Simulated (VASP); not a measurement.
# Al3GaN4 (P-43m) in VASP: notebook

Al3GaN4 is run at these levels: PBEsol; tasks: single point.

Everything below comes from runs of VASP 6.6.1. Logs are shortened: lines on timing, memory, paths and dates and some standing lists are left out, and cuts for length are marked.

## Step 1: The cell of the first run

It takes space group P-43m (No. 215, cubic). Conventional cell: a = 4.392 Å, b = 4.392 Å, c = 4.392 Å, α = 90.00°, β = 90.00°, γ = 90.00°. Al (site symmetry -42m) has 4 N at 1.89 Å within 2.5 Å. Ga (site symmetry -43m) has 4 N at 1.94 Å within 2.6 Å. Within 2.5 Å of N (site symmetry 3m) lie 3 Al at 1.89 Å and 1 Ga at 1.94 Å.

## Step 2: Single point, PBEsol

Contents of INCAR:

```
SYSTEM = Al3GaN4
  ALGO = Normal
  EDIFF = 1E-6
  ENCUT = 520
  GGA = PS
  ISIF = 2
  ISMEAR = 0
  LASPH = .True.
  LCHARG = .True.
  LELF = .True.
  LREAL = .False.
  LVHAR = .True.
  LWAVE = .False.
  NBANDS = 31
  NELM = 100
  PREC = Accurate
  SIGMA = 0.02
```

Contents of KPOINTS:

```
k-points
0
Gamma
  6 6 6
  0 0 0
```

Contents of POSCAR:

```
Al3GaN4
1.0
    4.3921786169      0.0000000000      0.0000000000
    0.0000000000      4.3921786169      0.0000000000
    0.0000000000      0.0000000000      4.3921786169
Al Ga N
3 1 4
Direct
    0.5000000000      0.5000000000      0.0000000000
    0.5000000000      0.0000000000      0.5000000000
    0.0000000000      0.5000000000      0.5000000000
    0.0000000000      0.0000000000      0.0000000000
    0.7446859999      0.7446859999      0.2553140001
    0.7446859999      0.2553140001      0.7446859999
    0.2553140001      0.7446859999      0.7446859999
    0.2553140001      0.2553140001      0.2553140001
```

Potentials or basis: VASP PAW PBE potentials, release 64 (Al, Ga_d, N).

Run with:

```sh
$ cat potpaw_PBE.64/Al/POTCAR potpaw_PBE.64/Ga_d/POTCAR potpaw_PBE.64/N/POTCAR > POTCAR
$ mpirun -np 1 vasp_std > vasp.out
```

OUTCAR:

```text
SYSTEM = Al3GaN4
   EDIFF = 1E-6
   ENCUT = 520
   GGA = PS
   ISIF = 2
   ISMEAR = 0
   LASPH = .True.
   LREAL = .False.
   NELM = 100
   PREC = Accurate

 ion  position               nearest neighbor table
   1  0.500  0.500  0.000-   5 1.89   6 1.89   7 1.89   8 1.89   3 3.11   4 3.11   2 3.11   2 3.11
                             3 3.11   2 3.11   4 3.11   2 3.11   3 3.11   4 3.11   3 3.11   4 3.11
   2  0.500  0.000  0.500-   5 1.89   6 1.89   7 1.89   8 1.89   3 3.11   4 3.11   1 3.11   1 3.11
                             4 3.11   1 3.11   3 3.11   1 3.11   3 3.11   4 3.11   4 3.11   3 3.11
   3  0.000  0.500  0.500-   5 1.89   6 1.89   7 1.89   8 1.89   2 3.11   4 3.11   1 3.11   1 3.11
                             4 3.11   2 3.11   4 3.11   4 3.11   1 3.11   2 3.11   1 3.11   2 3.11
   4  0.000  0.000  0.000-   5 1.94   6 1.94   7 1.94   8 1.94   2 3.11   3 3.11   1 3.11   2 3.11
                             3 3.11   1 3.11   3 3.11   3 3.11   1 3.11   2 3.11   2 3.11   1 3.11
   5  0.745  0.745  0.255-   1 1.89   2 1.89   3 1.89   4 1.94
   6  0.745  0.255  0.745-   1 1.89   2 1.89   3 1.89   4 1.94
   7  0.255  0.745  0.745-   1 1.89   2 1.89   3 1.89   4 1.94
   8  0.255  0.255  0.255-   1 1.89   2 1.89   3 1.89   4 1.94

  LATTYP: Found a simple cubic cell.
 ALAT       =     4.3921786169

  Lattice vectors:

 A1 = (   4.3921786169,   0.0000000000,   0.0000000000)
 A2 = (   0.0000000000,   4.3921786169,   0.0000000000)
 A3 = (   0.0000000000,   0.0000000000,   4.3921786169)

Analysis of symmetry for initial positions (statically):
=====================================================================
 Subroutine PRICEL returns:
 Original cell was already a primitive cell.

 Routine SETGRP: Setting up the symmetry group for a
 simple cubic supercell.

 Subroutine GETGRP returns: Found 24 space group operations
 (whereof 24 operations were pure point group operations)
 out of a pool of 48 trial point group operations.

The static configuration has the point symmetry T_d .

Analysis of symmetry for dynamics (positions and initial velocities):
=====================================================================
 Subroutine PRICEL returns:
 Original cell was already a primitive cell.

 Routine SETGRP: Setting up the symmetry group for a
 simple cubic supercell.

 Subroutine GETGRP returns: Found 24 space group operations
 (whereof 24 operations were pure point group operations)
 out of a pool of 48 trial point group operations.

The dynamic configuration has the point symmetry T_d .

 Subroutine INISYM returns: Found 24 space group operations
 (whereof 24 operations are pure point group operations),
 and found     1 'primitive' translations

----------------------------------------------------------------------------------------

                                     Primitive cell

  volume of cell :      84.7305

  direct lattice vectors                    reciprocal lattice vectors
     4.392178617  0.000000000  0.000000000     0.227677444  0.000000000  0.000000000
     0.000000000  4.392178617  0.000000000     0.000000000  0.227677444  0.000000000
     0.000000000  0.000000000  4.392178617     0.000000000  0.000000000  0.227677444

  length of vectors
     4.392178617  4.392178617  4.392178617     0.227677444  0.227677444  0.227677444

  position of ions in fractional coordinates (direct lattice)
     0.500000000  0.500000000  0.000000000
     0.500000000  0.000000000  0.500000000
     0.000000000  0.500000000  0.500000000
     0.000000000  0.000000000  0.000000000
     0.744686000  0.744686000  0.255314000
     0.744686000  0.255314000  0.744686000
     0.255314000  0.744686000  0.744686000
     0.255314000  0.255314000  0.255314000

  ion indices of the primitive-cell ions
   primitive index   ion index
                 1           1
                 2           2
                 3           3
                 4           4
                 5           5
                 6           6
                 7           7
                 8           8

----------------------------------------------------------------------------------------

 KPOINTS: k-points

Automatic generation of k-mesh.
 Grid dimensions read from file:
 generate k-points for:    6    6    6

 Generating k-lattice:

  Cartesian coordinates                     Fractional coordinates (reciprocal lattice)
     0.037946241  0.000000000  0.000000000     0.166666667  0.000000000  0.000000000
     0.000000000  0.037946241  0.000000000     0.000000000  0.166666667  0.000000000
     0.000000000  0.000000000  0.037946241     0.000000000  0.000000000  0.166666667

  Length of vectors
     0.037946241  0.037946241  0.037946241

  Shift w.r.t. Gamma in fractional coordinates (k-lattice)
     0.000000000  0.000000000  0.000000000

 Subroutine IBZKPT returns following result:
 ===========================================

 Found     20 irreducible k-points:

 Following reciprocal coordinates:
            Coordinates               Weight
  0.000000  0.000000  0.000000      1.000000
  0.166667  0.000000  0.000000      6.000000
  0.333333  0.000000  0.000000      6.000000
  0.500000  0.000000  0.000000      3.000000
  0.166667  0.166667  0.000000     12.000000
  0.333333  0.166667  0.000000     24.000000
[... 12 lines left out ...]
  0.500000  0.500000  0.333333      6.000000
  0.500000  0.500000  0.500000      1.000000
   k-points           NKPTS =     20   k-points in BZ     NKDIM =     20   number of bands    NBANDS=     31
   number of dos      NEDOS =    301   number of ions     NIONS =      8
   total plane-waves  NPLWV =  46656
   dimension x,y,z NGX =    36 NGY =   36 NGZ =   36
   dimension x,y,z NGXF=    72 NGYF=   72 NGZF=   72
   ions per type =               3   1   4
   NGX,Y,Z   is equivalent  to a cutoff of  13.63, 13.63, 13.63 a.u.
   NGXF,Y,Z  is equivalent  to a cutoff of  27.25, 27.25, 27.25 a.u.
 SYSTEM =  Al3GaN4
   PREC   = accura    normal or accurate (medium, high low for compatibility)
   ISTART =      0    job   : 0-new  1-cont  2-samecut
   ICHARG =      2    charge: 1-file 2-atom 10-const
   ISPIN  =      1    spin polarized calculation?
   LNONCOLLINEAR =      F non collinear calculations
   LSORBIT =      F    spin-orbit coupling
   LASPH  =      T    aspherical Exc in radial PAW
   ENCUT  =  520.0 eV  38.22 Ry    6.18 a.u.   8.17  8.17  8.17*2*pi/ulx,y,z
   NELM   =    100;   NELMIN=  2; NELMDL= -5     # of ELM steps
   EDIFF  = 0.1E-05   stopping-criterion for ELM
   LREAL  =      F    real-space projection
   EDIFFG = 0.1E-04   stopping-criterion for IOM
   NSW    =      0    number of steps for IOM
   IBRION =     -1    ionic relax: 0-MD 1-quasi-New 2-CG
   NFREE  =      0    steps in history (QN), initial steepest desc. (CG)
   ISIF   =      2    stress and relaxation
   ISYM   =      2    0-nonsym 1-usesym 2-fastsym
   POTIM  = 0.5000    time-step for ionic-motion
   TEBEG  =    0.0;   TEEND  =   0.0 temperature during run
   PSTRESS=    0.0 pullay stress
   NELECT =      42.0000    total number of electrons
   NUPDOWN=      -1.0000    fix difference up-down
   EMIN   =  10.00;   EMAX   =-10.00  energy-range for DOS
   EFERMI =   0.00;   METHOD = LEGACY
   ISMEAR =     0;   SIGMA  =   0.02  broadening in eV -4-tet -1-fermi 0-gaus
   EFERMI_NEDOS =   21; number of points for ismear=-14 and -15
   IALGO  =     38    algorithm
   IMIX   =      4    mixing-type and parameters
     AMIX     =   0.40;   BMIX     =  1.00
     AMIX_MAG =   1.60;   BMIX_MAG =  1.00
  volume/ion in A,a.u.               =      10.59        71.47
  Fermi-wavevector in a.u.,A,eV,Ry     =   1.295621  2.448368 22.839194  1.678633
  Thomas-Fermi vector in A             =   2.427129
   LORBIT       =      0    0 simple, 1 ext, 2 COOP (PROOUT), +10 PAW based schemes
   GGA     = PS    functional components
   LHFCALC =     F    Hartree Fock is set to
   AEXX    =    0.0000 exact exchange contribution
   IVDW    =     0    specifies the selected vdW correction
   LEPSILON=     F    determine dielectric tensor
   LRPA    =     F    only Hartree local field effects (RPA)
 non-spin polarized calculation
 Gauss-broadening in eV      SIGMA  =   0.02
  energy-cutoff  :      520.00
  volume of cell :       84.73
 maximum number of plane-waves:      2301
 NGX is ok and might be reduce to    36
   NGX = 17   NGY = 17   NGZ = 17

 number of electron      41.9999995 magnetization

 Free energy of the ion-electron system (eV)
  ---------------------------------------------------
  ext. energy  EPLUGINS =         0.00000000
  ---------------------------------------------------
  free energy    TOTEN  =       -59.94529407 eV

  energy without entropy =      -59.94529407  energy(sigma->0) =      -59.94529407

 E-fermi :   5.8641     XC(G=0): -11.3751

 val. band max:        5.7158052456   @ k =   0.1667   0.1667   0.0000
 cond. band min:       9.0392112501   @ k =   0.0000   0.0000   0.0000
 fundamental gap:      3.3234060046
 Fermi energy:         5.8640720509

 k-point     1 :       0.0000    0.0000    0.0000
  band No.  band energies     occupation
      1      -9.5051      2.00000
      2      -7.6991      2.00000
      3      -7.6991      2.00000
      4      -7.6991      2.00000
      5      -6.8859      2.00000
      6      -6.8859      2.00000
[... 23 lines left out ...]
     30      17.6408      0.00000
     31      17.6408      0.00000

 k-point     2 :       0.1667    0.0000    0.0000
  band No.  band energies     occupation
      1      -9.3755      2.00000
      2      -7.7611      2.00000
      3      -7.7063      2.00000
      4      -7.7063      2.00000
      5      -6.8844      2.00000
      6      -6.8808      2.00000
[... 23 lines left out ...]
     30      17.8360      0.00000
     31      17.8361      0.00000

 k-point     3 :       0.3333    0.0000    0.0000
  band No.  band energies     occupation
      1      -9.0111      2.00000
      2      -8.0040      2.00000
      3      -7.7204      2.00000
      4      -7.7204      2.00000
      5      -6.8813      2.00000
      6      -6.8667      2.00000
[... 567 lines left out ...]
     30      16.6541      0.00000
     31      16.7466      0.00000

 k-point    20 :       0.5000    0.5000    0.5000
  band No.  band energies     occupation
      1      -8.0626      2.00000
      2      -8.0626      2.00000
      3      -8.0626      2.00000
      4      -7.5239      2.00000
      5      -6.8458      2.00000
      6      -6.8458      2.00000
[... 23 lines left out ...]
     30      16.4236      0.00000
     31      16.4367      0.00000

------------------------ aborting loop because EDIFF is reached ----------------------------------------

  FORCE on cell =-STRESS in cart. coord.  units (eV):
  Direction    XX          YY          ZZ          XY          YZ          ZX
  --------------------------------------------------------------------------------------
  -------------------------------------------------------------------------------------
  Total        1.0509050      1.0509050      1.0509050      0.0000000     -0.0000000     -0.0000000
  in kB       19.8716561     19.8716561     19.8716561      0.0000000     -0.0000000     -0.0000000
  external PRESSURE =      19.8716561 kB  Pullay stress =       0.0000000 kB

 VOLUME and BASIS-vectors are now :
 -----------------------------------------------------------------------------
  energy-cutoff  :      520.00
  volume of cell :       84.73
      direct lattice vectors                 reciprocal lattice vectors
     4.392178617  0.000000000  0.000000000     0.227677444  0.000000000  0.000000000
     0.000000000  4.392178617  0.000000000     0.000000000  0.227677444  0.000000000
     0.000000000  0.000000000  4.392178617     0.000000000  0.000000000  0.227677444

 POSITION                                       TOTAL-FORCE (eV/Angst)
 -----------------------------------------------------------------------------------
      2.19609      2.19609      0.00000         0.000000     -0.000000     -0.000000
      2.19609      0.00000      2.19609         0.000000     -0.000000     -0.000000
      0.00000      2.19609      2.19609         0.000000     -0.000000     -0.000000
      0.00000      0.00000      0.00000         0.000000      0.000000     -0.000000
      3.27079      3.27079      1.12138         0.006770      0.006770     -0.006770
      3.27079      1.12138      3.27079         0.006770     -0.006770      0.006770
      1.12138      3.27079      3.27079        -0.006770      0.006770      0.006770
      1.12138      1.12138      1.12138        -0.006770     -0.006770     -0.006770
 -----------------------------------------------------------------------------------
    total drift:                                0.000000      0.000000      0.000000

  FREE ENERGIE OF THE ION-ELECTRON SYSTEM (eV)
  ---------------------------------------------------
  free  energy   TOTEN  =       -59.9452940669 eV

  energy  without entropy=      -59.9452940669  energy(sigma->0) =      -59.94529407
```

Run time: 89 s. Hardware: 1 thread of Intel Xeon 8259CL, shared host; peak memory 0.23 GiB.

Results:

| Quantity | Value |
| --- | --- |
| Free energy | -59.9453 eV |
| Pressure | 2.0 GPa |
| Largest force | 0.012 eV/Å |
| Band gap on the k mesh | 3.32 eV |

Forces in eV/Å, atoms in the order of the input:
```
Al   0.000  0.000  0.000
Al   0.000  0.000  0.000
Al   0.000  0.000  0.000
Ga   0.000  0.000  0.000
N    0.007  0.007 -0.007
N    0.007 -0.007  0.007
N   -0.007  0.007  0.007
N   -0.007 -0.007 -0.007
```

Caveat: the PAW data sets were made with another functional, which shifts forces and pressure a little. A k mesh can miss the band edges.

## Step 3: Single point, PBEsol

Contents of INCAR:

```
PREC = Accurate
ENCUT = 520
EDIFF = 1E-6
ISMEAR = 0
SIGMA = 0.02
LREAL = F
LASPH = T
NELM = 80
ALGO = Normal
ISIF = 2
LWAVE = F
LCHARG = F
GGA = PS
NBANDS = 31
```

Contents of KPOINTS:

```
Automatic mesh
0
Gamma
  6 6 6
```

POSCAR is that of step 2.

Potentials or basis: VASP PAW PBE potentials, release 64 (Al, Ga_d, N).

Run with:

```sh
$ cat potpaw_PBE.64/Al/POTCAR potpaw_PBE.64/Ga_d/POTCAR potpaw_PBE.64/N/POTCAR > POTCAR
$ mpirun -np 1 vasp_std > vasp.out
```

OUTCAR:

```text
PREC = Accurate
   ENCUT = 520
   EDIFF = 1E-6
   ISMEAR = 0
   LREAL = F
   LASPH = T
   NELM = 80
   ISIF = 2
   GGA = PS

 ion  position               nearest neighbor table
   1  0.500  0.500  0.000-   5 1.89   6 1.89   7 1.89   8 1.89   3 3.11   4 3.11   2 3.11   2 3.11
                             3 3.11   2 3.11   4 3.11   2 3.11   3 3.11   4 3.11   3 3.11   4 3.11
   2  0.500  0.000  0.500-   5 1.89   6 1.89   7 1.89   8 1.89   3 3.11   4 3.11   1 3.11   1 3.11
                             4 3.11   1 3.11   3 3.11   1 3.11   3 3.11   4 3.11   4 3.11   3 3.11
   3  0.000  0.500  0.500-   5 1.89   6 1.89   7 1.89   8 1.89   2 3.11   4 3.11   1 3.11   1 3.11
                             4 3.11   2 3.11   4 3.11   4 3.11   1 3.11   2 3.11   1 3.11   2 3.11
   4  0.000  0.000  0.000-   5 1.94   6 1.94   7 1.94   8 1.94   2 3.11   3 3.11   1 3.11   2 3.11
                             3 3.11   1 3.11   3 3.11   3 3.11   1 3.11   2 3.11   2 3.11   1 3.11
   5  0.745  0.745  0.255-   1 1.89   2 1.89   3 1.89   4 1.94
   6  0.745  0.255  0.745-   1 1.89   2 1.89   3 1.89   4 1.94
   7  0.255  0.745  0.745-   1 1.89   2 1.89   3 1.89   4 1.94
   8  0.255  0.255  0.255-   1 1.89   2 1.89   3 1.89   4 1.94

  LATTYP: Found a simple cubic cell.
 ALAT       =     4.3921786169

  Lattice vectors:

[... 198 lines left out ...]
      4      -7.6991      2.00000
      5      -6.8859      2.00000
      6      -6.8859      2.00000
[... 669 lines left out ...]
     30      16.4236      0.00000
     31      16.4367      0.00000

------------------------ aborting loop because EDIFF is reached ----------------------------------------

  FORCE on cell =-STRESS in cart. coord.  units (eV):
  Direction    XX          YY          ZZ          XY          YZ          ZX
  --------------------------------------------------------------------------------------
  -------------------------------------------------------------------------------------
  Total        1.0509050      1.0509050      1.0509050      0.0000000     -0.0000000     -0.0000000
  in kB       19.8716561     19.8716561     19.8716561      0.0000000     -0.0000000     -0.0000000
  external PRESSURE =      19.8716561 kB  Pullay stress =       0.0000000 kB

 VOLUME and BASIS-vectors are now :
 -----------------------------------------------------------------------------
  energy-cutoff  :      520.00
  volume of cell :       84.73
      direct lattice vectors                 reciprocal lattice vectors
     4.392178617  0.000000000  0.000000000     0.227677444  0.000000000  0.000000000
     0.000000000  4.392178617  0.000000000     0.000000000  0.227677444  0.000000000
     0.000000000  0.000000000  4.392178617     0.000000000  0.000000000  0.227677444

 POSITION                                       TOTAL-FORCE (eV/Angst)
 -----------------------------------------------------------------------------------
      2.19609      2.19609      0.00000         0.000000     -0.000000     -0.000000
      2.19609      0.00000      2.19609         0.000000     -0.000000     -0.000000
      0.00000      2.19609      2.19609         0.000000     -0.000000     -0.000000
      0.00000      0.00000      0.00000         0.000000      0.000000     -0.000000
      3.27079      3.27079      1.12138         0.006770      0.006770     -0.006770
      3.27079      1.12138      3.27079         0.006770     -0.006770      0.006770
      1.12138      3.27079      3.27079        -0.006770      0.006770      0.006770
      1.12138      1.12138      1.12138        -0.006770     -0.006770     -0.006770
 -----------------------------------------------------------------------------------
    total drift:                                0.000000      0.000000      0.000000

  FREE ENERGIE OF THE ION-ELECTRON SYSTEM (eV)
  ---------------------------------------------------
  free  energy   TOTEN  =       -59.9452940669 eV

  energy  without entropy=      -59.9452940669  energy(sigma->0) =      -59.94529407
```

stdout:

```text
POSCAR found type information on POSCAR AlGaN
 POSCAR found :  3 types and       8 ions
 scaLAPACK will be used
 -----------------------------------------------------------------------------
|                                                                             |
|                                                                             |
|     You enforced a specific xc type in the INCAR file but a different       |
|     I HOPE YOU KNOW WHAT YOU ARE DOING!                                     |
|                                                                             |
 -----------------------------------------------------------------------------

 LDA part: xc-table for (Slater+PW92), standard interpolation
 POSCAR, INCAR and KPOINTS ok, starting setup
 FFT: planning ... GRIDC
 FFT: planning ... GRID_SOFT
 FFT: planning ... GRID
 WAVECAR not read
 entering main loop
```

Run time: 85 s. Hardware: 1 thread of Intel Xeon 8259CL, shared host; peak memory 0.22 GiB.

Results:

```yaml
Free_energy: -59.9453 eV
Pressure: 2.0 GPa
Largest_force: 0.012 eV/Å
Band_gap_on_the_k_mesh: 3.32 eV
```

Forces in eV/Å, atoms in the order of the input:
```
Al   0.000  0.000  0.000
Al   0.000  0.000  0.000
Al   0.000  0.000  0.000
Ga   0.000  0.000  0.000
N    0.007  0.007 -0.007
N    0.007 -0.007  0.007
N   -0.007  0.007  0.007
N   -0.007 -0.007 -0.007
```

Caveat: the PAW data sets were made with another functional, which shifts forces and pressure a little. A k mesh can miss the band edges.

(Part 1 of 2 ends here.)
